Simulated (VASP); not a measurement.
Input of a VASP 6.6.1 run:

File INCAR:

```
PREC     = Accurate       # precision mode
ENCUT    = 600            # plane-wave cutoff, eV
EDIFF    = 1E-6           # SCF threshold, eV
ISMEAR   = 0              # smearing method
SIGMA    = 0.02           # smearing width, eV
LREAL    = False          # projectors in reciprocal space
LASPH    = True           # aspherical terms in the spheres
NELM     = 100            # most SCF steps
ALGO     = Normal         # electronic algorithm
ISIF     = 3              # what is computed and relaxed
LWAVE    = False          # write WAVECAR
LCHARG   = False          # write CHGCAR
GGA      = CA             # functional
IBRION   = 2              # ionic algorithm
NSW      = 100            # ionic steps
EDIFFG   = -0.005         # ionic threshold
```

The input KPOINTS:

```
regular mesh
0
Gamma
  12 12 4
```

File POSCAR:

```
C
1.0
    2.4900643242      0.0000000000      0.0000000000
   -1.2450321621      2.1564589618      0.0000000000
    0.0000000000      0.0000000000      8.2139659100
C
8
Direct
    0.0000000000      0.0000000000      0.0929304127
    0.0000000000      0.0000000000      0.5929304127
    0.0000000000      0.0000000000      0.4070695873
    0.0000000000      0.0000000000      0.9070695873
    0.3333333333      0.6666666667      0.1555685099
    0.6666666667      0.3333333333      0.6555685099
    0.3333333333      0.6666666667      0.3444314901
    0.6666666667      0.3333333333      0.8444314901
```

Potentials or basis: VASP PAW LDA potentials, release 64 (C).

The run is started by

```console
$ cat potpaw_LDA.64/C/POTCAR > POTCAR
$ mpirun -np 1 vasp_std > vasp.out
```

**Question.** Estimate the band gap on the k mesh.

**Answer.** 4.58 eV, indirect (least direct gap 5.32 eV).

**Question.** What does it give for the relaxed volume?

**Answer.** 5.52 Å³/atom.

The path:
| step | energy change (eV) | largest force (eV/Å) | pressure (GPa) | volume (Å³) |
| --- | --- | --- | --- | --- |
| 1 | 0.0000 | 0.0089 | 0.78 | 44.11 |
| 2 | 0.0002 | 0.0194 | -1.05 | 44.28 |
| 3 | -0.0002 | 0.0044 | 0.01 | 44.18 |

A k mesh can miss the band edges. LDA gaps usually lie below the measured ones, often by a third to a half.
